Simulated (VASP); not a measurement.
# Ti (I4/mmm) in VASP: notebook

The runs below take Ti through single point, with PBEsol.

Everything below comes from runs of VASP 6.6.1. Logs are shortened: lines on timing, memory, paths and dates and some standing lists are left out, and cuts for length are marked.

**1. The cell of the first run**

It takes space group I4/mmm (No. 139, tetragonal). The conventional cell has a = 2.914 Å, b = 2.914 Å, c = 3.938 Å, α = 90.00°, β = 90.00°, γ = 90.00°. Within 4.2 Å of Ti (site symmetry 4/mmm) lie 18 Ti at 2.85 to 4.12 Å.

**2. Single point, PBEsol (strain +0.015 along x and y, -0.030 along z)**

Contents of INCAR:

```
ALGO = Normal ; EDIFF = 1E-6
ENCUT = 520 ; GGA = PS
ISIF = 2 ; ISMEAR = 0
LASPH = True ; LCHARG = True
LELF = True ; LREAL = False
LVHAR = True ; LWAVE = False
NBANDS = 12 ; NELM = 100
PREC = Accurate ; SIGMA = 0.15
```

Contents of KPOINTS:

```
k-points
0
Gamma
  20 20 20
```

Contents of POSCAR:

```
Ti
1.0
    0.0000000000      2.0604500000      1.9691000000
    2.0604500000      0.0000000000      1.9691000000
    2.0604500000      2.0604500000      0.0000000000
Ti
1
Direct
    0.0000000000      0.0000000000      0.0000000000
```

Potentials or basis: VASP PAW PBE potentials, release 64 (Ti_sv).

Started as:

```bash
cat potpaw_PBE.64/Ti_sv/POTCAR > POTCAR
mpirun -np 1 vasp_std > vasp.out
```

OUTCAR:

```text
EDIFF = 1E-6
   ENCUT = 520
   GGA = PS
   ISIF = 2
   ISMEAR = 0
   LASPH = True
   LREAL = False
   NELM = 100
   PREC = Accurate

 ion  position               nearest neighbor table
   1  0.000  0.000  0.000-

  LATTYP: Found a body centered tetragonal cell.
 ALAT       =     2.9139163346
 C/A-ratio  =     1.3515144389

  Lattice vectors:

 A1 = (   0.0000000000,  -2.0604500000,  -1.9691000000)
 A2 = (   0.0000000000,   2.0604500000,  -1.9691000000)
 A3 = (   2.0604500000,   0.0000000000,   1.9691000000)

Analysis of symmetry for initial positions (statically):
=====================================================================
 Subroutine PRICEL returns:
 Original cell was already a primitive cell.

 Routine SETGRP: Setting up the symmetry group for a
 body centered tetragonal supercell.

 Subroutine GETGRP returns: Found 16 space group operations
 (whereof 16 operations were pure point group operations)
 out of a pool of 16 trial point group operations.

The static configuration has the point symmetry D_4h.

Analysis of symmetry for dynamics (positions and initial velocities):
=====================================================================
 Subroutine PRICEL returns:
 Original cell was already a primitive cell.

 Routine SETGRP: Setting up the symmetry group for a
 body centered tetragonal supercell.

 Subroutine GETGRP returns: Found 16 space group operations
 (whereof 16 operations were pure point group operations)
 out of a pool of 16 trial point group operations.

The dynamic configuration has the point symmetry D_4h.

 Subroutine INISYM returns: Found 16 space group operations
 (whereof 16 operations are pure point group operations),
 and found     1 'primitive' translations

----------------------------------------------------------------------------------------

                                     Primitive cell

  volume of cell :      16.7194

  direct lattice vectors                    reciprocal lattice vectors
     0.000000000  2.060450000  1.969100000    -0.242665437  0.242665437  0.253923112
     2.060450000  0.000000000  1.969100000     0.242665437 -0.242665437  0.253923112
     2.060450000  2.060450000  0.000000000     0.242665437  0.242665437 -0.253923112

  length of vectors
     2.850054212  2.850054212  2.913916335     0.426907456  0.426907456  0.426907456

  position of ions in fractional coordinates (direct lattice)
     0.000000000  0.000000000  0.000000000

  ion indices of the primitive-cell ions
   primitive index   ion index
                 1           1

----------------------------------------------------------------------------------------

 KPOINTS: k-points

Automatic generation of k-mesh.
 Grid dimensions read from file:
 generate k-points for:   20   20   20

 Generating k-lattice:

  Cartesian coordinates                     Fractional coordinates (reciprocal lattice)
    -0.012133272  0.012133272  0.012696156     0.050000000 -0.000000000  0.000000000
     0.012133272 -0.012133272  0.012696156    -0.000000000  0.050000000  0.000000000
     0.012133272  0.012133272 -0.012696156     0.000000000  0.000000000  0.050000000

  Length of vectors
     0.021345373  0.021345373  0.021345373

  Shift w.r.t. Gamma in fractional coordinates (k-lattice)
     0.000000000  0.000000000  0.000000000

 Subroutine IBZKPT returns following result:
 ===========================================

 Found    641 irreducible k-points:

 Following reciprocal coordinates:
            Coordinates               Weight
  0.000000  0.000000  0.000000      1.000000
  0.050000  0.000000  0.000000      8.000000
  0.100000 -0.000000  0.000000      8.000000
  0.150000 -0.000000  0.000000      8.000000
  0.200000 -0.000000  0.000000      8.000000
  0.250000  0.000000  0.000000      8.000000
[... 16 lines left out ...]
 -0.400000  0.050000  0.000000      8.000000
 -0.350000  0.050000  0.000000      8.000000
 [... further k-points ...]
   k-points           NKPTS =    641   k-points in BZ     NKDIM =    641   number of bands    NBANDS=     12
   number of dos      NEDOS =    301   number of ions     NIONS =      1
   total plane-waves  NPLWV =  13824
   dimension x,y,z NGX =    24 NGY =   24 NGZ =   24
   dimension x,y,z NGXF=    48 NGYF=   48 NGZF=   48
   ions per type =               1
   NGX,Y,Z   is equivalent  to a cutoff of  14.00, 14.00, 13.69 a.u.
   NGXF,Y,Z  is equivalent  to a cutoff of  28.00, 28.00, 27.39 a.u.
 SYSTEM =  unknown system
   PREC   = accura    normal or accurate (medium, high low for compatibility)
   ISTART =      0    job   : 0-new  1-cont  2-samecut
   ICHARG =      2    charge: 1-file 2-atom 10-const
   ISPIN  =      1    spin polarized calculation?
   LNONCOLLINEAR =      F non collinear calculations
   LSORBIT =      F    spin-orbit coupling
   LASPH  =      T    aspherical Exc in radial PAW
   ENCUT  =  520.0 eV  38.22 Ry    6.18 a.u.   5.30  5.30  5.42*2*pi/ulx,y,z
   NELM   =    100;   NELMIN=  2; NELMDL= -5     # of ELM steps
   EDIFF  = 0.1E-05   stopping-criterion for ELM
   LREAL  =      F    real-space projection
   EDIFFG = 0.1E-04   stopping-criterion for IOM
   NSW    =      0    number of steps for IOM
   IBRION =     -1    ionic relax: 0-MD 1-quasi-New 2-CG
   NFREE  =      0    steps in history (QN), initial steepest desc. (CG)
   ISIF   =      2    stress and relaxation
   ISYM   =      2    0-nonsym 1-usesym 2-fastsym
   POTIM  = 0.5000    time-step for ionic-motion
   TEBEG  =    0.0;   TEEND  =   0.0 temperature during run
   PSTRESS=    0.0 pullay stress
   NELECT =      12.0000    total number of electrons
   NUPDOWN=      -1.0000    fix difference up-down
   EMIN   =  10.00;   EMAX   =-10.00  energy-range for DOS
   EFERMI =   0.00;   METHOD = LEGACY
   ISMEAR =     0;   SIGMA  =   0.15  broadening in eV -4-tet -1-fermi 0-gaus
   EFERMI_NEDOS =   21; number of points for ismear=-14 and -15
   IALGO  =     38    algorithm
   IMIX   =      4    mixing-type and parameters
     AMIX     =   0.40;   BMIX     =  1.00
     AMIX_MAG =   1.60;   BMIX_MAG =  1.00
  volume/ion in A,a.u.               =      16.72       112.83
  Fermi-wavevector in a.u.,A,eV,Ry     =   1.465755  2.769875 29.231254  2.148437
  Thomas-Fermi vector in A             =   2.581574
   LORBIT       =      0    0 simple, 1 ext, 2 COOP (PROOUT), +10 PAW based schemes
   GGA     = PS    functional components
   LHFCALC =     F    Hartree Fock is set to
   AEXX    =    0.0000 exact exchange contribution
   IVDW    =     0    specifies the selected vdW correction
   LEPSILON=     F    determine dielectric tensor
   LRPA    =     F    only Hartree local field effects (RPA)
 non-spin polarized calculation
 Gauss-broadening in eV      SIGMA  =   0.15
  energy-cutoff  :      520.00
  volume of cell :       16.72
 maximum number of plane-waves:       471
 NGX is ok and might be reduce to    24
   NGX = 11   NGY = 11   NGZ = 11

 number of electron      12.0000004 magnetization

 Free energy of the ion-electron system (eV)
  ---------------------------------------------------
  ext. energy  EPLUGINS =         0.00000000
  ---------------------------------------------------
  free energy    TOTEN  =        -8.29025214 eV

  energy without entropy =       -8.27101305  energy(sigma->0) =       -8.28063259

 E-fermi :   8.4978     XC(G=0): -11.8191

 val. band max:        8.4968310800   @ k =  -0.2500   0.4000   0.2500
 cond. band min:       8.4993437148   @ k =   0.5000   0.2500   0.2000
 fundamental gap:      0.0025126348
 Fermi energy:         8.4978145933

 k-point     1 :       0.0000    0.0000    0.0000
  band No.  band energies     occupation
      1     -47.9124      2.00000
      2     -23.8208      2.00000
      3     -23.8208      2.00000
      4     -23.8135      2.00000
      5       2.3161      2.00000
      6       9.2909      0.00000
      7       9.2909      0.00000
      8       9.6509      0.00000
      9      10.8906      0.00000
     10      11.3076      0.00000
     11      24.0154      0.00000
     12      28.2264      0.00000

 k-point     2 :       0.0500    0.0000    0.0000
  band No.  band energies     occupation
      1     -47.9089      2.00000
      2     -23.8383      2.00000
      3     -23.8238      2.00000
      4     -23.8174      2.00000
      5       2.4005      2.00000
      6       9.2668      0.00000
      7       9.3217      0.00000
      8       9.6525      0.00000
      9      10.8742      0.00000
     10      11.2829      0.00000
     11      24.0923      0.00000
     12      27.7483      0.00000

 k-point     3 :       0.1000   -0.0000    0.0000
  band No.  band energies     occupation
      1     -47.8987      2.00000
      2     -23.8945      2.00000
      3     -23.8325      2.00000
      4     -23.8232      2.00000
      5       2.6488      2.00000
      6       9.1649      0.00000
      7       9.4021      0.00000
      8       9.6909      0.00000
      9      10.8394      0.00000
     10      11.2200      0.00000
     11      24.2609      0.00000
     12      26.5487      0.00000

 k-point     4 :       0.1500   -0.0000    0.0000
  band No.  band energies     occupation
      1     -47.8827      2.00000
      2     -23.9818      2.00000
      3     -23.8459      2.00000
      4     -23.8316      2.00000
      5       3.0458      2.00000
      6       8.9800      0.00001
      7       9.4923      0.00000
      8       9.7757      0.00000
      9      10.8319      0.00000
     10      11.1546      0.00000
     11      24.1962      0.00000
     12      25.4020      0.00000

 k-point     5 :       0.2000   -0.0000    0.0000
  band No.  band energies     occupation
      1     -47.8625      2.00000
      2     -24.0908      2.00000
      3     -23.8628      2.00000
      4     -23.8420      2.00000
      5       3.5637      2.00000
      6       8.7638      0.01216
      7       9.5311      0.00000
      8       9.8495      0.00000
      9      10.9182      0.00000
     10      11.1458      0.00000
     11      23.2095      0.00000
     12      25.0220      0.00000
[... 228 lines left out ...]
      1     -47.7650      2.00000
      2     -24.5793      2.00000
      3     -23.9460      2.00000
      4     -23.9028      2.00000
      5       5.8817      2.00000
      6       9.0175      0.00000
      7       9.1200      0.00000
      8       9.5301      0.00000
      9      12.2991      0.00000
     10      12.3509      0.00000
     11      17.1033      0.00000
     12      23.2701      0.00000

 k-point    22 :      -0.4500    0.0500    0.0000
  band No.  band energies     occupation
      1     -47.7666      2.00000
      2     -24.5710      2.00000
      3     -23.9416      2.00000
      4     -23.9059      2.00000
      5       5.8625      2.00000
      6       8.9770      0.00001
      7       9.1242      0.00000
      8       9.5378      0.00000
      9      12.2544      0.00000
     10      12.3259      0.00000
     11      17.2271      0.00000
     12      23.3101      0.00000

 k-point    23 :      -0.4000    0.0500    0.0000
  band No.  band energies     occupation
      1     -47.7752      2.00000
      2     -24.5280      2.00000
      3     -23.9316      2.00000
      4     -23.9051      2.00000
      5       5.7341      2.00000
      6       8.7938      0.00526
      7       9.1762      0.00000
      8       9.5278      0.00000
      9      12.0251      0.00000
     10      12.2216      0.00000
     11      17.8890      0.00000
     12      23.5141      0.00000

 k-point    24 :      -0.3500    0.0500    0.0000
  band No.  band energies     occupation
      1     -47.7899      2.00000
      2     -24.4541      2.00000
      3     -23.9171      2.00000
      4     -23.9004      2.00000
      5       5.4473      2.00000
      6       8.5714      0.48799
      7       9.2703      0.00000
      8       9.5763      0.00000
      9      11.7026      0.00000
     10      12.0274      0.00000
     11      18.9197      0.00000
     12      23.8582      0.00000

 [... further k-points ...]

------------------------ aborting loop because EDIFF is reached ----------------------------------------

  FORCE on cell =-STRESS in cart. coord.  units (eV):
  Direction    XX          YY          ZZ          XY          YZ          ZX
  --------------------------------------------------------------------------------------
  -------------------------------------------------------------------------------------
  Total       -0.1038964     -0.1038964      0.0543492      0.0000000     -0.0000000      0.0000000
  in kB       -9.9560990     -9.9560990      5.2081277      0.0000000     -0.0000000      0.0000000
  external PRESSURE =      -4.9013568 kB  Pullay stress =       0.0000000 kB

 VOLUME and BASIS-vectors are now :
 -----------------------------------------------------------------------------
  energy-cutoff  :      520.00
  volume of cell :       16.72
      direct lattice vectors                 reciprocal lattice vectors
     0.000000000  2.060450000  1.969100000    -0.242665437  0.242665437  0.253923112
     2.060450000  0.000000000  1.969100000     0.242665437 -0.242665437  0.253923112
     2.060450000  2.060450000  0.000000000     0.242665437  0.242665437 -0.253923112

 POSITION                                       TOTAL-FORCE (eV/Angst)
 -----------------------------------------------------------------------------------
      0.00000      0.00000      0.00000         0.000000     -0.000000      0.000000
 -----------------------------------------------------------------------------------
    total drift:                               -0.000000      0.000000     -0.000000

  FREE ENERGIE OF THE ION-ELECTRON SYSTEM (eV)
  ---------------------------------------------------
  free  energy   TOTEN  =        -8.2902521370 eV

  energy  without entropy=       -8.2710130460  energy(sigma->0) =       -8.28063259
```

Run time: 2.7 min. Hardware: 1 thread of Intel Xeon 8259CL, shared host; peak memory 0.24 GiB.

What came out:

| Property | Result |
| --- | --- |
| Free energy | -8.2903 eV |
| Pressure | -0.5 GPa |
| Band gap on the k mesh | zero (bands 6 and 7 overlap by 1.31 eV) |

Caveat: the cell differs from its parent crystal (strain +0.015 along x and y, -0.030 along z); the PAW data sets were made with another functional, which shifts forces and pressure a little.

**3. Single point, PBEsol (strain +0.030 along x and y, -0.030 along z)**

Contents of INCAR:

```
ALGO = Normal
EDIFF = 1E-7
ENCUT = 520
GGA = PS
ISIF = 2
ISMEAR = 0
LASPH = True
LCHARG = False
LREAL = False
LWAVE = False
NBANDS = 12
NELM = 100
PREC = Accurate
SIGMA = 0.15
```

KPOINTS is that of step 2.

Contents of POSCAR:

```
Ti
1.0
    0.0000000000      2.0909000000      1.9691000000
    2.0909000000      0.0000000000      1.9691000000
    2.0909000000      2.0909000000      0.0000000000
Ti
1
Direct
    0.0000000000      0.0000000000      0.0000000000
```

Potentials or basis: VASP PAW PBE potentials, release 64 (Ti_sv).

Started as:

```bash
cat potpaw_PBE.64/Ti_sv/POTCAR > POTCAR
mpirun -np 1 vasp_std > vasp.out
```

Wall time 2.7 min (1 thread of Intel Xeon 8259CL, shared host); peak memory 0.25 GiB.

Results (log left out):

```yaml
Free_energy: -8.2821 eV
Pressure: -3.6 GPa
Band_gap_on_the_k_mesh: zero (bands 6 and 7 overlap by 1.32 eV)
```

Stress tensor (GPa, compression positive):
```
-4.29  0.00  0.00
 0.00 -4.29  0.00
 0.00  0.00 -2.35
```

Levels at points of the mesh, in eV from the Fermi level:
| k point | band 3 | band 4 | band 5 | band 6 | band 7 | band 8 | band 9 | band 10 |
| --- | --- | --- | --- | --- | --- | --- | --- | --- |
| (0.00, 0.00, 0.00) | -32.40 | -32.39 | -6.11 | 0.75 | 0.75 | 1.21 | 2.25 | 2.77 |
| (0.50, 0.00, 0.00) | -32.52 | -32.46 | -2.61 | 0.50 | 0.68 | 1.05 | 3.51 | 3.75 |
| (0.50, 0.50, 0.00) | -32.69 | -32.69 | -2.58 | -1.82 | 3.61 | 3.66 | 3.93 | 3.93 |
| (0.50, 0.00, 0.50) | -32.65 | -32.58 | -2.62 | -1.66 | 2.53 | 3.59 | 3.74 | 4.07 |

Caveat: the cell differs from its parent crystal (strain +0.030 along x and y, -0.030 along z); the cell stands under tension; the PAW data sets were made with another functional, which shifts forces and pressure a little.

**4. Single point, PBEsol (strain +0.030 along x and y, -0.015 along z)**

Contents of INCAR:

```
ALGO     = Fast           # electronic algorithm
EDIFF    = 1E-6           # SCF threshold, eV
ENCUT    = 520            # plane-wave cutoff, eV
GGA      = PS             # functional
ISIF     = 2              # what is computed and relaxed
ISMEAR   = 0              # smearing method
LASPH    = T              # aspherical terms in the spheres
LCHARG   = T              # write CHGCAR
LELF     = T              # ELF
LREAL    = F              # projectors in reciprocal space
LVHAR    = T            
LWAVE    = F              # write WAVECAR
NBANDS   = 12             # bands
NELM     = 80             # most SCF steps
PREC     = Accurate       # precision mode
SIGMA    = 0.15           # smearing width, eV
```

KPOINTS is that of step 3.

Contents of POSCAR:

```
Ti
1.0
    0.0000000000      2.0909000000      1.9995500000
    2.0909000000      0.0000000000      1.9995500000
    2.0909000000      2.0909000000      0.0000000000
Ti
1
Direct
    0.0000000000      0.0000000000      0.0000000000
```

Started as:

```bash
cat potpaw_PBE.64/Ti_sv/POTCAR > POTCAR
mpirun -np 1 vasp_std > vasp.out
```

Run time: 5.5 min. Hardware: 1 thread of Intel Xeon 8259CL, shared host; peak memory 0.25 GiB.

It converged, with:

```yaml
Free_energy: -8.2768 eV
Pressure: -5.2 GPa
Band_gap_on_the_k_mesh: zero (bands 6 and 7 overlap by 1.27 eV)
```

Stress tensor (GPa, compression positive):
```
-5.65  0.00  0.00
 0.00 -5.65  0.00
 0.00  0.00 -4.17
```

Levels at points of the mesh, in eV from the Fermi level:
```
           k point  band 3  band 4  band 5  band 6  band 7  band 8  band 9  band 10
(0.00, 0.00, 0.00)  -32.45  -32.44   -6.08    0.77    0.77    1.11    2.28     2.67
(0.50, 0.00, 0.00)  -32.55  -32.51   -2.57    0.56    0.64    0.96    3.47     3.64
(0.50, 0.50, 0.00)  -32.71  -32.71   -2.53   -1.75    3.38    3.53    3.85     3.85
(0.50, 0.00, 0.50)  -32.69  -32.64   -2.57   -1.64    2.55    3.53    3.71     3.95
```

Caveat: the cell differs from its parent crystal (strain +0.030 along x and y, -0.015 along z); the cell stands under tension; the PAW data sets were made with another functional, which shifts forces and pressure a little.

**5. The runs side by side**

```tsv
cell	gap on the mesh (eV)	pressure (GPa)
a = 2.850, b = 2.850, c = 2.914 Å, angles 59.3, 59.3, 61.5°, 1 atom	none	-0.5
a = 2.872, b = 2.872, c = 2.957 Å, angles 59.0, 59.0, 62.0°, 1 atom	none	-3.6
a = 2.893, b = 2.893, c = 2.957 Å, angles 59.3, 59.3, 61.5°, 1 atom	none	-5.2
```

Alike in all rows: task single point; level PBEsol; potentials or basis VASP PAW PBE potentials, release 64 (Ti_sv); no spin polarisation; k mesh 20 × 20 × 20; cutoff (eV) 520; smearing gaussian 0.15 eV.

Caveats: the PAW data sets were made with another functional, which shifts forces and pressure a little; the cell stands under tension (at least some runs).

Absolute energies hang on the potentials; compare differences alone.
